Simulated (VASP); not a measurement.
# Ba (I4/mmm) in VASP: notebook

Ba is run at these levels: PBEsol; tasks: single point.

Everything below comes from runs of VASP 6.6.1. Logs are shortened: lines on timing, memory, paths and dates and some standing lists are left out, and cuts for length are marked.

## Step 1: The cell of the first run

Symmetry: I4/mmm, No. 139, tetragonal system. Conventional cell: a = 5.141 Å, b = 5.141 Å, c = 4.730 Å, α = 90.00°, β = 90.00°, γ = 90.00°. Ba (site symmetry 4/mmm) has 14 Ba at 4.34 to 5.14 Å within 5.7 Å.

## Step 2: Single point, PBEsol

Contents of INCAR:

```
SYSTEM = Ba
PREC = Accurate
ENCUT = 520
EDIFF = 1E-6
ISMEAR = 0
SIGMA = 0.15
LREAL = .FALSE.
LASPH = .TRUE.
NELM = 60
ALGO = Fast
ISIF = 2
LWAVE = .FALSE.
LCHARG = .FALSE.
GGA = PS
NBANDS = 11
```

Contents of KPOINTS:

```
Automatic mesh
0
G
  16 16 16
  0 0 0
```

Contents of POSCAR:

```
Ba
1.0
   -2.5704593068      2.5704593068      2.3648225622
    2.5704593068     -2.5704593068      2.3648225622
    2.5704593068      2.5704593068     -2.3648225622
Ba
1
Direct
    0.0000000000      0.0000000000      0.0000000000
```

Potentials or basis: VASP PAW PBE potentials, release 64 (Ba_sv).

Run with:

```
> cat potpaw_PBE.64/Ba_sv/POTCAR > POTCAR
> mpirun -np 1 vasp_std > vasp.out
```

OUTCAR:

```text
SYSTEM = Ba
   PREC = Accurate
   ENCUT = 520
   EDIFF = 1E-6
   ISMEAR = 0
   LREAL = .FALSE.
   LASPH = .TRUE.
   NELM = 60
   ISIF = 2
   GGA = PS

 ion  position               nearest neighbor table
   1  0.000  0.000  0.000-

  LATTYP: Found a body centered tetragonal cell.
 ALAT       =     5.1409186136
 C/A-ratio  =     0.9200000000

  Lattice vectors:

 A1 = (  -2.5704593068,   2.5704593068,   2.3648225622)
 A2 = (   2.5704593068,  -2.5704593068,   2.3648225622)
 A3 = (   2.5704593068,   2.5704593068,  -2.3648225622)

Analysis of symmetry for initial positions (statically):
=====================================================================
 Subroutine PRICEL returns:
 Original cell was already a primitive cell.

 Routine SETGRP: Setting up the symmetry group for a
 body centered tetragonal supercell.

 Subroutine GETGRP returns: Found 16 space group operations
 (whereof 16 operations were pure point group operations)
 out of a pool of 16 trial point group operations.

The static configuration has the point symmetry D_4h.

Analysis of symmetry for dynamics (positions and initial velocities):
=====================================================================
 Subroutine PRICEL returns:
 Original cell was already a primitive cell.

 Routine SETGRP: Setting up the symmetry group for a
 body centered tetragonal supercell.

 Subroutine GETGRP returns: Found 16 space group operations
 (whereof 16 operations were pure point group operations)
 out of a pool of 16 trial point group operations.

The dynamic configuration has the point symmetry D_4h.

 Subroutine INISYM returns: Found 16 space group operations
 (whereof 16 operations are pure point group operations),
 and found     1 'primitive' translations

----------------------------------------------------------------------------------------

                                     Primitive cell

  volume of cell :      62.5000

  direct lattice vectors                    reciprocal lattice vectors
    -2.570459307  2.570459307  2.364822562     0.000000000  0.194517765  0.211432354
     2.570459307 -2.570459307  2.364822562     0.194517765  0.000000000  0.211432354
     2.570459307  2.570459307 -2.364822562     0.194517765  0.194517765  0.000000000

  length of vectors
     4.336693193  4.336693193  4.336693193     0.287299149  0.287299149  0.275089662

  position of ions in fractional coordinates (direct lattice)
     0.000000000  0.000000000  0.000000000

  ion indices of the primitive-cell ions
   primitive index   ion index
                 1           1

----------------------------------------------------------------------------------------

 KPOINTS: Automatic mesh

Automatic generation of k-mesh.
 Grid dimensions read from file:
 generate k-points for:   16   16   16

 Generating k-lattice:

  Cartesian coordinates                     Fractional coordinates (reciprocal lattice)
     0.000000000  0.012157360  0.013214522     0.062500000  0.000000000  0.000000000
     0.012157360  0.000000000  0.013214522     0.000000000  0.062500000  0.000000000
     0.012157360  0.012157360  0.000000000     0.000000000  0.000000000  0.062500000

  Length of vectors
     0.017956197  0.017956197  0.017193104

  Shift w.r.t. Gamma in fractional coordinates (k-lattice)
     0.000000000  0.000000000  0.000000000

 Subroutine IBZKPT returns following result:
 ===========================================

 Found    349 irreducible k-points:

 Following reciprocal coordinates:
            Coordinates               Weight
  0.000000  0.000000  0.000000      1.000000
  0.062500 -0.000000  0.000000      8.000000
  0.125000 -0.000000  0.000000      8.000000
  0.187500 -0.000000  0.000000      8.000000
  0.250000 -0.000000  0.000000      8.000000
  0.312500 -0.000000  0.000000      8.000000
[... 16 lines left out ...]
 -0.125000  0.062500 -0.000000     16.000000
 -0.062500  0.062500  0.000000      4.000000
 [... further k-points ...]
   k-points           NKPTS =    349   k-points in BZ     NKDIM =    349   number of bands    NBANDS=     11
   number of dos      NEDOS =    301   number of ions     NIONS =      1
   total plane-waves  NPLWV =  32768
   dimension x,y,z NGX =    32 NGY =   32 NGZ =   32
   dimension x,y,z NGXF=    64 NGYF=   64 NGZF=   64
   ions per type =               1
   NGX,Y,Z   is equivalent  to a cutoff of  12.27, 12.27, 12.27 a.u.
   NGXF,Y,Z  is equivalent  to a cutoff of  24.53, 24.53, 24.53 a.u.
 SYSTEM =  Ba
   PREC   = accura    normal or accurate (medium, high low for compatibility)
   ISTART =      0    job   : 0-new  1-cont  2-samecut
   ICHARG =      2    charge: 1-file 2-atom 10-const
   ISPIN  =      1    spin polarized calculation?
   LNONCOLLINEAR =      F non collinear calculations
   LSORBIT =      F    spin-orbit coupling
   LASPH  =      T    aspherical Exc in radial PAW
   ENCUT  =  520.0 eV  38.22 Ry    6.18 a.u.   8.06  8.06  8.06*2*pi/ulx,y,z
   NELM   =     60;   NELMIN=  2; NELMDL= -5     # of ELM steps
   EDIFF  = 0.1E-05   stopping-criterion for ELM
   LREAL  =      F    real-space projection
   EDIFFG = 0.1E-04   stopping-criterion for IOM
   NSW    =      0    number of steps for IOM
   IBRION =     -1    ionic relax: 0-MD 1-quasi-New 2-CG
   NFREE  =      0    steps in history (QN), initial steepest desc. (CG)
   ISIF   =      2    stress and relaxation
   ISYM   =      2    0-nonsym 1-usesym 2-fastsym
   POTIM  = 0.5000    time-step for ionic-motion
   TEBEG  =    0.0;   TEEND  =   0.0 temperature during run
   PSTRESS=    0.0 pullay stress
   NELECT =      10.0000    total number of electrons
   NUPDOWN=      -1.0000    fix difference up-down
   EMIN   =  10.00;   EMAX   =-10.00  energy-range for DOS
   EFERMI =   0.00;   METHOD = LEGACY
   ISMEAR =     0;   SIGMA  =   0.15  broadening in eV -4-tet -1-fermi 0-gaus
   EFERMI_NEDOS =   21; number of points for ismear=-14 and -15
   IALGO  =     68    algorithm
   IMIX   =      4    mixing-type and parameters
     AMIX     =   0.40;   BMIX     =  1.00
     AMIX_MAG =   1.60;   BMIX_MAG =  1.00
  volume/ion in A,a.u.               =      62.50       421.77
  Fermi-wavevector in a.u.,A,eV,Ry     =   0.888754  1.679501 10.747016  0.789883
  Thomas-Fermi vector in A             =   2.010225
   LORBIT       =      0    0 simple, 1 ext, 2 COOP (PROOUT), +10 PAW based schemes
   GGA     = PS    functional components
   LHFCALC =     F    Hartree Fock is set to
   AEXX    =    0.0000 exact exchange contribution
   IVDW    =     0    specifies the selected vdW correction
   LEPSILON=     F    determine dielectric tensor
   LRPA    =     F    only Hartree local field effects (RPA)
 non-spin polarized calculation
 RMM-DIIS sequential band-by-band and
 Gauss-broadening in eV      SIGMA  =   0.15
  energy-cutoff  :      520.00
  volume of cell :       62.50
 maximum number of plane-waves:      1709
   NGX = 17   NGY = 17   NGZ = 17

 number of electron      10.0000000 magnetization

 number of electron       9.9999999 magnetization

 Free energy of the ion-electron system (eV)
  ---------------------------------------------------
  ext. energy  EPLUGINS =         0.00000000
  ---------------------------------------------------
  free energy    TOTEN  =        -2.14403609 eV

  energy without entropy =       -2.13022557  energy(sigma->0) =       -2.13713083

 E-fermi :   1.5679     XC(G=0):  -7.5319

 val. band max:        1.5653209526   @ k =   0.3125   0.3125   0.0000
 cond. band min:       1.5733403183   @ k =  -0.3750  -0.4375   0.2500
 fundamental gap:      0.0080193657
 Fermi energy:         1.5679323923

 k-point     1 :       0.0000    0.0000    0.0000
  band No.  band energies     occupation
      1     -27.2840      2.00000
      2     -12.2121      2.00000
      3     -12.2121      2.00000
      4     -12.2058      2.00000
      5      -1.2103      2.00000
      6       3.0582      0.00000
      7       3.5897      0.00000
      8       3.5897      0.00000
      9       4.4185      0.00000
     10       5.1902      0.00000
     11       8.3287      0.00000

 k-point     2 :       0.0625   -0.0000    0.0000
  band No.  band energies     occupation
      1     -27.2822      2.00000
      2     -12.2288      2.00000
      3     -12.2183      2.00000
      4     -12.2096      2.00000
      5      -1.1330      2.00000
      6       3.0651      0.00000
      7       3.5453      0.00000
      8       3.5866      0.00000
      9       4.4099      0.00000
     10       5.0907      0.00000
     11       8.5014      0.00000

 k-point     3 :       0.1250   -0.0000    0.0000
  band No.  band energies     occupation
      1     -27.2772      2.00000
      2     -12.2839      2.00000
      3     -12.2361      2.00000
      4     -12.2123      2.00000
      5      -0.9096      2.00000
      6       2.9990      0.00000
      7       3.3743      0.00000
      8       3.6907      0.00000
      9       4.4303      0.00000
     10       4.9230      0.00000
     11       8.8693      0.00000

 k-point     4 :       0.1875   -0.0000    0.0000
  band No.  band energies     occupation
      1     -27.2696      2.00000
      2     -12.3649      2.00000
      3     -12.2624      2.00000
      4     -12.2159      2.00000
      5      -0.5669      2.00000
      6       2.8107      0.00000
      7       3.0793      0.00000
      8       4.0041      0.00000
      9       4.5485      0.00000
     10       4.8254      0.00000
     11       9.0565      0.00000
[... 239 lines left out ...]
 k-point    22 :      -0.1875    0.0625   -0.0000
  band No.  band energies     occupation
      1     -27.2729      2.00000
      2     -12.3317      2.00000
      3     -12.2457      2.00000
      4     -12.2171      2.00000
      5      -0.7166      2.00000
      6       2.8793      0.00000
      7       3.2249      0.00000
      8       3.9346      0.00000
      9       4.2963      0.00000
     10       5.0249      0.00000
     11       8.9761      0.00000

 k-point    23 :      -0.1250    0.0625   -0.0000
  band No.  band energies     occupation
      1     -27.2791      2.00000
      2     -12.2672      2.00000
      3     -12.2220      2.00000
      4     -12.2137      2.00000
      5      -0.9959      2.00000
      6       3.0102      0.00000
      7       3.4483      0.00000
      8       3.7421      0.00000
      9       4.2572      0.00000
     10       5.0921      0.00000
     11       8.6265      0.00000

 k-point    24 :      -0.0625    0.0625    0.0000
  band No.  band energies     occupation
      1     -27.2824      2.00000
      2     -12.2317      2.00000
      3     -12.2115      2.00000
      4     -12.2109      2.00000
      5      -1.1399      2.00000
      6       3.0458      0.00000
      7       3.5395      0.00000
      8       3.6617      0.00000
      9       4.3241      0.00000
     10       5.1635      0.00000
     11       8.4328      0.00000

 [... further k-points ...]

------------------------ aborting loop because EDIFF is reached ----------------------------------------

  FORCE on cell =-STRESS in cart. coord.  units (eV):
  Direction    XX          YY          ZZ          XY          YZ          ZX
  --------------------------------------------------------------------------------------
  -------------------------------------------------------------------------------------
  Total       -0.2645474     -0.2645474     -0.0804209      0.0000000      0.0000000     -0.0000000
  in kB       -6.7816284     -6.7816284     -2.0615771      0.0000000      0.0000000     -0.0000000
  external PRESSURE =      -5.2082780 kB  Pullay stress =       0.0000000 kB

 VOLUME and BASIS-vectors are now :
 -----------------------------------------------------------------------------
  energy-cutoff  :      520.00
  volume of cell :       62.50
      direct lattice vectors                 reciprocal lattice vectors
    -2.570459307  2.570459307  2.364822562     0.000000000  0.194517765  0.211432354
     2.570459307 -2.570459307  2.364822562     0.194517765  0.000000000  0.211432354
     2.570459307  2.570459307 -2.364822562     0.194517765  0.194517765  0.000000000

 POSITION                                       TOTAL-FORCE (eV/Angst)
 -----------------------------------------------------------------------------------
      0.00000      0.00000      0.00000        -0.000000      0.000000     -0.000000
 -----------------------------------------------------------------------------------
    total drift:                               -0.000000      0.000000      0.000000

  FREE ENERGIE OF THE ION-ELECTRON SYSTEM (eV)
  ---------------------------------------------------
  free  energy   TOTEN  =        -2.1440360933 eV

  energy  without entropy=       -2.1302255701  energy(sigma->0) =       -2.13713083
```

Run time: 52 s. Hardware: 1 thread of Intel Xeon 6975P-C (Granite Rapids), shared host; peak memory 0.36 GiB.

What came out:

* Free energy: -2.1440 eV
* Pressure: -0.5 GPa
* Band gap on the k mesh: zero (band 5 reaches 2.00 eV, above the bottom of band 6 at 1.08 eV)

Stress tensor (GPa, compression positive):
```
-0.68  0.00  0.00
 0.00 -0.68  0.00
 0.00  0.00 -0.21
```

Caveat: the PAW data sets were made with another functional, which shifts forces and pressure a little; spin-orbit coupling is left out, which moves the levels of the heavy elements.

## Step 3: Single point, PBEsol

Contents of INCAR:

```
ALGO = Fast
EDIFF = 1E-6
ENCUT = 520
GGA = PS
ISIF = 2
ISMEAR = 0
LASPH = T
LCHARG = F
LREAL = F
LWAVE = F
NBANDS = 11
NELM = 80
PREC = Accurate
SIGMA = 0.15
```

Contents of KPOINTS:

```
k-points
0
Gamma
  16 16 16
```

Contents of POSCAR:

```
Ba
1.0
   -2.4218232654      2.4218232654      2.6640055919
    2.4218232654     -2.4218232654      2.6640055919
    2.4218232654      2.4218232654     -2.6640055919
Ba
1
Direct
    0.0000000000      0.0000000000      0.0000000000
```

Potentials or basis: VASP PAW PBE potentials, release 64 (Ba_sv).

Run with:

```
> cat potpaw_PBE.64/Ba_sv/POTCAR > POTCAR
> mpirun -np 1 vasp_std > vasp.out
```

It took 55 s on 1 thread of Intel Xeon 6975P-C (Granite Rapids), shared host; peak memory 0.35 GiB.

It converged, with:

```
Free energy            : -2.1447 eV
Pressure               : -0.5 GPa
Band gap on the k mesh : zero (band 5 reaches 1.94 eV, above the bottom of band 6 at 1.10 eV)
```

Stress tensor (GPa, compression positive):
```
-0.42  0.00  0.00
 0.00 -0.42  0.00
 0.00  0.00 -0.70
```

Levels at points of the mesh, in eV from the Fermi level:
| k point | band 1 | band 2 | band 3 | band 4 | band 5 | band 6 | band 7 | band 8 | band 9 | band 10 |
| --- | --- | --- | --- | --- | --- | --- | --- | --- | --- | --- |
| (0.00, 0.00, 0.00) | -28.85 | -13.78 | -13.78 | -13.78 | -2.78 | 1.67 | 1.67 | 2.22 | 2.83 | 3.61 |
| (0.50, 0.00, 0.00) | -28.81 | -14.26 | -13.91 | -13.78 | -0.93 | 0.89 | 1.19 | 2.78 | 3.90 | 5.17 |
| (0.50, 0.50, 0.00) | -28.80 | -14.25 | -13.95 | -13.81 | -0.88 | 0.31 | 1.48 | 3.73 | 4.10 | 5.35 |
| (0.50, 0.50, 0.50) | -28.77 | -14.17 | -14.07 | -14.07 | -0.63 | -0.47 | 3.69 | 4.67 | 4.72 | 4.73 |

Caveat: the PAW data sets were made with another functional, which shifts forces and pressure a little; spin-orbit coupling is left out, which moves the levels of the heavy elements.
